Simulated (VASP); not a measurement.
A run of VASP 6.6.1:

File INCAR:

```
PREC     = Accurate       # precision mode
ENCUT    = 400            # plane-wave cutoff, eV
EDIFF    = 1E-8           # SCF threshold, eV
ISMEAR   = -1             # smearing method
SIGMA    = 0.02           # smearing width, eV
LREAL    = False          # projectors in reciprocal space
LASPH    = True           # aspherical terms in the spheres
NELM     = 120            # most SCF steps
ALGO     = Normal         # electronic algorithm
ISIF     = 2              # what is computed and relaxed
LWAVE    = False          # write WAVECAR
LCHARG   = False          # write CHGCAR
GGA      = PS             # functional
LEFG     = True         
NBANDS   = 16             # bands
GGA_COMPAT= False
```

The input KPOINTS:

```
regular mesh
0
Gamma
  8 8 6
```

The input POSCAR:

```
Se
1.0
    4.3551696776      0.0217758484      0.0217758484
   -2.1587264009      3.7607996544      0.0079705137
    0.0247472500      0.0247472500      4.9494500000
Se
3
Direct
    0.2170000000      0.0000000000      0.1666666667
    0.0000000000      0.2170000000      0.8333333333
    0.7830000000      0.7830000000      0.5000000000
```

Potentials or basis: VASP PAW PBE potentials, release 64 (Se).

The run is started by

```sh
$ cat potpaw_PBE.64/Se/POTCAR > POTCAR
$ mpirun -np 1 vasp_std > vasp.out
```

Hardware: 1 thread of Intel Xeon 8259CL, with other jobs on the host.

Q: Estimate the wall time of this run.

A: Wall time 3.6 min on 1 thread of Intel Xeon 8259CL (shared host), peak memory 0.26 GiB. Counts: scf iterations 14, k points 196.
